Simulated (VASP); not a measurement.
Here is a VASP 6.6.1 calculation.

INCAR

```
SYSTEM = SnO2
ALGO     = Normal         ! electronic algorithm
EDIFF    = 1E-7           ! SCF threshold, eV
ENCUT    = 520            ! plane-wave cutoff, eV
GGA      = CA             ! functional
ISIF     = 2              ! what is computed and relaxed
ISMEAR   = 0              ! smearing method
LASPH    = .True.         ! aspherical terms in the spheres
LCHARG   = .False.        ! write CHGCAR
LREAL    = .False.        ! projectors in reciprocal space
LWAVE    = .False.        ! write WAVECAR
NBANDS   = 35             ! bands
NELM     = 100            ! most SCF steps
PREC     = Accurate       ! precision mode
SIGMA    = 0.05           ! smearing width, eV
```

Contents of KPOINTS:

```
k-points
0
Gamma
  6 6 8
  0 0 0
```

POSCAR

```
SnO2
1.0
    4.8629096204      0.0000000000      0.0000000000
    0.0000000000      4.8659738742      0.0000000000
    0.0000000000      0.0000000000      3.1421691089
Sn O
2 4
Direct
    0.5000000000      0.5000000000      0.5000000000
    0.0000000000      0.0000000000      0.0000000000
    0.3055669685      0.3065721192      0.0000000000
    0.8055669685      0.1934278808      0.5000000000
    0.1944330315      0.8065721192      0.5000000000
    0.6944330315      0.6934278808      0.0000000000
```

Potentials or basis: VASP PAW LDA potentials, release 64 (Sn_d, O).

Command:

```sh
$ cat potpaw_LDA.64/Sn_d/POTCAR potpaw_LDA.64/O/POTCAR > POTCAR
$ mpirun -np 1 vasp_std > vasp.out
```

Task: Predict the pressure.

Result: -5.8 GPa.

Task: What does it give for the band gap on the k mesh?

Result: 0.85 eV, direct.

Task: Predict the largest force.

Result: 0.038 eV/Å.

Stress tensor (GPa, compression positive):
```
-8.37  0.00  0.00
 0.00 -8.38  0.00
 0.00  0.00 -0.66
```

Caveat: the cell differs from its parent crystal (strain +0.030 along x and y, -0.015 along z); spin-orbit coupling is left out, which moves the levels of the heavy elements.
